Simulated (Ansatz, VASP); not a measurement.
**LiBr: VASP beside Ansatz**

Contents of INCAR:

```
SYSTEM = LiBr
PREC     = Accurate       ! precision mode
ENCUT    = 750            ! plane-wave cutoff, eV
EDIFF    = 1E-6           ! SCF threshold, eV
ISMEAR   = -1             ! smearing method
SIGMA    = 0.03           ! smearing width, eV
LREAL    = .FALSE.        ! projectors in reciprocal space
LASPH    = .TRUE.         ! aspherical terms in the spheres
NELM     = 120            ! most SCF steps
ALGO     = Normal         ! electronic algorithm
ISIF     = 2              ! what is computed and relaxed
LWAVE    = .FALSE.        ! write WAVECAR
LCHARG   = .TRUE.         ! write CHGCAR
GGA      = PE             ! functional
LELF     = .TRUE.         ! ELF
LVHAR    = .TRUE.       
NBANDS   = 12             ! bands
GGA_COMPAT= .FALSE.
```

KPOINTS

```
Automatic mesh
0
G
  8 8 8
  0 0 0
```

The input POSCAR:

```
LiBr
1.0
    0.0000000000      2.7626760264      2.7626760264
    2.7626760264      0.0000000000      2.7626760264
    2.7626760264      2.7626760264      0.0000000000
Li Br
1 1
Direct
    0.0000000000      0.0000000000      0.0000000000
    0.5000000000      0.5000000000      0.5000000000
```

Input for Ansatz:

```yaml
crystal:
  lattice:
    - [0.0, 2.7626760264, 2.7626760264]
    - [2.7626760264, 0.0, 2.7626760264]
    - [2.7626760264, 2.7626760264, 0.0]
  atoms:
    - { symbol: Li, position: [0.0, 0.0, 0.0] }
    - { symbol: Br, position: [0.5, 0.5, 0.5] }
kpoints:
  mp_grid: { grid: [8, 8, 8] }
scf:
  occupations: { method: fermi_dirac, width: 0.03 }
hamiltonian:
  xc: pbe
  pseudopotentials: { kind: all_electron, lapw: { basis_error: 0.001 } }
output:
  forces: true
  stress: true
  eigenvalues: true
```

Change from the starting cell: volume scaled by 1.02.

Alike in both runs: task single point; functional PBE; k mesh 8 × 8 × 8; occupations fermi-dirac, width 0.03 eV; no spin polarisation.

|  | VASP | Ansatz |
| --- | --- | --- |
| version | VASP 6.6.1 | Ansatz 0.2.0 |
| potentials or method | VASP PAW PBE potentials, release 64 (Li_sv, Br), cutoff 750 eV | all-electron LAPW, scalar-relativistic |

Ansatz gave:

```
gap on the k mesh at the Fermi level (eV) : 4.88
pressure (GPa)                            : -0.2
```

Estimate VASP's values.

gap on the k mesh at the Fermi level (eV): 4.89; pressure (GPa): -0.2.

Ansatz ran all-electron here, and VASP with PAW potentials.
